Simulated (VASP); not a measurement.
# KBr (Fm-3m) in VASP: further runs, part 2 of 2

VASP 6.6.1. Earlier steps stand in the parts before.

## (3) Single point, LDA, non-collinear spin, zero start, spin-orbit coupling

This run uses another cell than the first one, of 35.94 Å³/atom.

Contents of INCAR:

```
SYSTEM = KBr
PREC = Accurate
ENCUT = 500
EDIFF = 1E-6
ISMEAR = 0
SIGMA = 0.01
LREAL = .FALSE.
LASPH = .TRUE.
NELM = 200
ALGO = Normal
ISIF = 2
LWAVE = .FALSE.
LCHARG = .FALSE.
MAGMOM = 0 0 0 0 0 0
LORBIT = 11
LSORBIT = .TRUE.
GGA_COMPAT = .FALSE.
LORBMOM = .TRUE.
NBANDS = 28
```

Contents of KPOINTS:

```
regular mesh
0
G
  5 5 5
  0 0 0
```

Contents of POSCAR:

```
KBr
1.0
    0.0000000000      3.3000000000      3.3000000000
    3.3000000000      0.0000000000      3.3000000000
    3.3000000000      3.3000000000      0.0000000000
Br K
1 1
Direct
    0.5000000000      0.5000000000      0.5000000000
    0.0000000000      0.0000000000      0.0000000000
```

Potentials or basis: VASP PAW LDA potentials, release 64 (Br, K_sv).

Launch:

```bash
$ cat potpaw_LDA.64/Br/POTCAR potpaw_LDA.64/K_sv/POTCAR > POTCAR
$ mpirun -np 1 vasp_ncl > vasp.out
```

OUTCAR:

```text
SYSTEM = KBr
   PREC = Accurate
   ENCUT = 500
   EDIFF = 1E-6
   ISMEAR = 0
   LREAL = .FALSE.
   LASPH = .TRUE.
   NELM = 200
   ISIF = 2
   LORBIT = 11
   LSORBIT = .TRUE.

 ion  position               nearest neighbor table
   1  0.500  0.500  0.500-   2 3.30   2 3.30   2 3.30   2 3.30   2 3.30   2 3.30
   2  0.000  0.000  0.000-   1 3.30   1 3.30   1 3.30   1 3.30   1 3.30   1 3.30

  LATTYP: Found a face centered cubic cell.
 ALAT       =     6.6000000000

  Lattice vectors:

 A1 = (   0.0000000000,   3.3000000000,   3.3000000000)
 A2 = (   3.3000000000,   0.0000000000,   3.3000000000)
 A3 = (   3.3000000000,   3.3000000000,   0.0000000000)

Analysis of symmetry for initial positions (statically):
=====================================================================
 Subroutine PRICEL returns:
 Original cell was already a primitive cell.

 Routine SETGRP: Setting up the symmetry group for a
 face centered cubic supercell.

 Subroutine GETGRP returns: Found 48 space group operations
 (whereof 48 operations were pure point group operations)
 out of a pool of 48 trial point group operations.

The static configuration has the point symmetry O_h .

Analysis of symmetry for dynamics (positions and initial velocities):
=====================================================================
 Subroutine PRICEL returns:
 Original cell was already a primitive cell.

 Routine SETGRP: Setting up the symmetry group for a
 face centered cubic supercell.

 Subroutine GETGRP returns: Found 48 space group operations
 (whereof 48 operations were pure point group operations)
 out of a pool of 48 trial point group operations.

The dynamic configuration has the point symmetry O_h .

Analysis of structural, dynamic, and magnetic symmetry:
=====================================================================
 Subroutine PRICEL returns:
 Original cell was already a primitive cell.

 Routine SETGRP: Setting up the symmetry group for a
 face centered cubic supercell.

 Subroutine GETGRP returns: Found 48 space group operations
 (whereof 48 operations were pure point group operations)
 out of a pool of 48 trial point group operations.

The overall configuration has the point symmetry O_h .

 Subroutine INISYM returns: Found 48 space group operations
 (whereof 48 operations are pure point group operations),
 and found     1 'primitive' translations

----------------------------------------------------------------------------------------

                                     Primitive cell

  volume of cell :      71.8740

  direct lattice vectors                    reciprocal lattice vectors
     0.000000000  3.300000000  3.300000000    -0.151515152  0.151515152  0.151515152
     3.300000000  0.000000000  3.300000000     0.151515152 -0.151515152  0.151515152
     3.300000000  3.300000000  0.000000000     0.151515152  0.151515152 -0.151515152

[... 437 lines left out ...]
------------------------ aborting loop because EDIFF is reached ----------------------------------------

  FORCE on cell =-STRESS in cart. coord.  units (eV):
  Direction    XX          YY          ZZ          XY          YZ          ZX
  --------------------------------------------------------------------------------------
  -------------------------------------------------------------------------------------
  Total       -0.7142487     -0.7142487     -0.7142487     -0.0000000      0.0000000     -0.0000000
  in kB      -15.9216545    -15.9216545    -15.9216545     -0.0000000      0.0000000     -0.0000000
  external PRESSURE =     -15.9216545 kB  Pullay stress =       0.0000000 kB

 VOLUME and BASIS-vectors are now :
 -----------------------------------------------------------------------------
  energy-cutoff  :      500.00
  volume of cell :       71.87
      direct lattice vectors                 reciprocal lattice vectors
     0.000000000  3.300000000  3.300000000    -0.151515152  0.151515152  0.151515152
     3.300000000  0.000000000  3.300000000     0.151515152 -0.151515152  0.151515152
     3.300000000  3.300000000  0.000000000     0.151515152  0.151515152 -0.151515152

 POSITION                                       TOTAL-FORCE (eV/Angst)
 -----------------------------------------------------------------------------------
      3.30000      3.30000      3.30000         0.000000      0.000000     -0.000000
      0.00000      0.00000      0.00000        -0.000000      0.000000      0.000000
 -----------------------------------------------------------------------------------
    total drift:                                0.000000      0.000000      0.000000

  FREE ENERGIE OF THE ION-ELECTRON SYSTEM (eV)
  ---------------------------------------------------
  free  energy   TOTEN  =        -6.8289048733 eV

  energy  without entropy=       -6.8289048733  energy(sigma->0) =       -6.82890487

 orbital moment (x)

 # of ion     p       d       tot
 ----------------------------------------
  1         0.000  -0.000  -0.000
  2         0.000   0.000   0.000
 ----------------------------------------
            0.000   0.000   0.000

 orbital moment (y)

 # of ion     p       d       tot
 ----------------------------------------
  1         0.000  -0.000  -0.000
  2         0.000   0.000   0.000
 ----------------------------------------
            0.000   0.000   0.000

 orbital moment (z)

 # of ion     p       d       tot
 ----------------------------------------
  1         0.000   0.000   0.000
  2         0.000   0.000   0.000
 ----------------------------------------
            0.000   0.000   0.000

 Spin-Orbit-Coupling matrix elements

 Ion:    1  E_soc:     -0.0546606
 l=   1
     0.0000000    -0.0091098    -0.0091098
    -0.0091098     0.0000000    -0.0091098
    -0.0091098    -0.0091098     0.0000000
 l=   2
     0.0000000    -0.0000001     0.0000000    -0.0000001    -0.0000002
    -0.0000001     0.0000000    -0.0000001    -0.0000001    -0.0000000
     0.0000000    -0.0000001     0.0000000    -0.0000001     0.0000000
    -0.0000001    -0.0000001    -0.0000001     0.0000000    -0.0000000
    -0.0000002    -0.0000000     0.0000000    -0.0000000     0.0000000
 l=   3
     0.0000000     0.0000000     0.0000000     0.0000000     0.0000000     0.0000000     0.0000000
     0.0000000     0.0000000     0.0000000     0.0000000     0.0000000     0.0000000     0.0000000
     0.0000000     0.0000000     0.0000000     0.0000000     0.0000000     0.0000000     0.0000000
     0.0000000     0.0000000     0.0000000     0.0000000     0.0000000     0.0000000     0.0000000
     0.0000000     0.0000000     0.0000000     0.0000000     0.0000000     0.0000000     0.0000000
     0.0000000     0.0000000     0.0000000     0.0000000     0.0000000     0.0000000     0.0000000
     0.0000000     0.0000000     0.0000000     0.0000000     0.0000000     0.0000000     0.0000000

 Ion:    2  E_soc:     -0.0088559
 l=   1
     0.0000000    -0.0014747    -0.0014747
    -0.0014747     0.0000000    -0.0014747
    -0.0014747    -0.0014747     0.0000000
 l=   2
     0.0000000     0.0000002     0.0000000     0.0000002    -0.0000014
     0.0000002     0.0000000    -0.0000010     0.0000002    -0.0000003
     0.0000000    -0.0000010     0.0000000    -0.0000010     0.0000000
     0.0000002     0.0000002    -0.0000010     0.0000000    -0.0000003
    -0.0000014    -0.0000003     0.0000000    -0.0000003     0.0000000
 l=   3
     0.0000000     0.0000000     0.0000000     0.0000000     0.0000000     0.0000000     0.0000000
     0.0000000     0.0000000     0.0000000     0.0000000     0.0000000     0.0000000     0.0000000
     0.0000000     0.0000000     0.0000000     0.0000000     0.0000000     0.0000000     0.0000000
     0.0000000     0.0000000     0.0000000     0.0000000     0.0000000     0.0000000     0.0000000
     0.0000000     0.0000000     0.0000000     0.0000000     0.0000000     0.0000000     0.0000000
     0.0000000     0.0000000     0.0000000     0.0000000     0.0000000     0.0000000     0.0000000
     0.0000000     0.0000000     0.0000000     0.0000000     0.0000000     0.0000000     0.0000000

 total charge

# of ion       s       p       d       tot
------------------------------------------
    1        1.600   3.276   0.001   4.877
    2        1.956   5.560   0.026   7.542
--------------------------------------------------
tot          3.556   8.836   0.027  12.419

 magnetization (x)

# of ion       s       p       d       tot
------------------------------------------
    1        0.000   0.000   0.000   0.000
    2        0.000   0.000   0.000   0.000
--------------------------------------------------
tot          0.000   0.000   0.000   0.000

 magnetization (y)

# of ion       s       p       d       tot
------------------------------------------
    1       -0.000   0.000   0.000  -0.000
    2        0.000   0.000   0.000   0.000
--------------------------------------------------
tot         -0.000   0.000   0.000  -0.000

 magnetization (z)

# of ion       s       p       d       tot
------------------------------------------
    1       -0.000   0.000   0.000  -0.000
    2        0.000   0.000   0.000   0.000
--------------------------------------------------
tot         -0.000   0.000   0.000   0.000
```

Wall time 22 s (1 thread of Intel Xeon 6975P-C (Granite Rapids), shared host); peak memory 0.3 GiB.

Results:

| Item | Value |
| --- | --- |
| Free energy | -6.8289 eV |
| Pressure | -1.6 GPa |
| Net moment | 0.00 μB per cell |
| Valence electrons inside the program's atomic spheres | Br 4.88; K 7.54 |

Moments on the atoms (μB; x, y, z):
```
Br  0.00 0.00 0.00
K   0.00 0.00 0.00
```
